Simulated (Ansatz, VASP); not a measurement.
Two plane-wave programs on ZnS

```xyz
24
Lattice="5.7340 3.3106 0.0000 -5.7340 3.3106 0.0000 0.0000 0.0000 12.5200" Properties=species:S:1:pos:R:3 pbc="T T T"
Zn    0.0000    0.0000    0.0005
Zn   -1.9114    3.3106    0.0005
Zn    1.9114    3.3106    0.0005
Zn    0.0000    0.0000    6.2605
Zn   -1.9114    3.3106    6.2605
Zn    1.9114    3.3106    6.2605
Zn    0.0000    2.2070    3.1304
Zn    3.8227    2.2070    3.1304
Zn   -3.8227    2.2070    3.1304
Zn    1.9113    1.1035    9.3904
Zn    0.0000    4.4141    9.3904
Zn   -1.9113    1.1035    9.3904
S     0.0000    0.0000    2.3455
S    -1.9114    3.3106    2.3455
S     1.9114    3.3106    2.3455
S     0.0000    0.0000    8.6055
S    -1.9114    3.3106    8.6055
S     1.9114    3.3106    8.6055
S     0.0000    2.2070    5.4786
S     3.8227    2.2070    5.4786
S    -3.8227    2.2070    5.4786
S     1.9113    1.1035   11.7386
S     0.0000    4.4141   11.7386
S    -1.9113    1.1035   11.7386
```

Alike in both runs: task electric field gradients; functional PBE; k mesh 4 × 4 × 2; no spin polarisation.

|  | VASP | Ansatz |
| --- | --- | --- |
| version | VASP 6.6.1 | Ansatz 0.2.0 |
| potentials or method | VASP PAW PBE potentials, release 64 (Zn, S) | plane-wave PAW, scalar-relativistic |
| plane-wave cutoff (eV) | 520 | 420 |
| occupations | gaussian, width 0.01 eV | fixed |
| valence electrons in the cell | 216 | 216 |

|  | VASP | Ansatz | Ansatz less VASP |
| --- | --- | --- | --- |
| gap on the k mesh at the Fermi level (eV) | 2.13 | 2.13 | -0.005 |
| rms of the force components (eV/Å) | 0.007 | 0.007 | -0.0002 |

Atom by atom the forces differ by 0.000 eV/Å (rms over components).
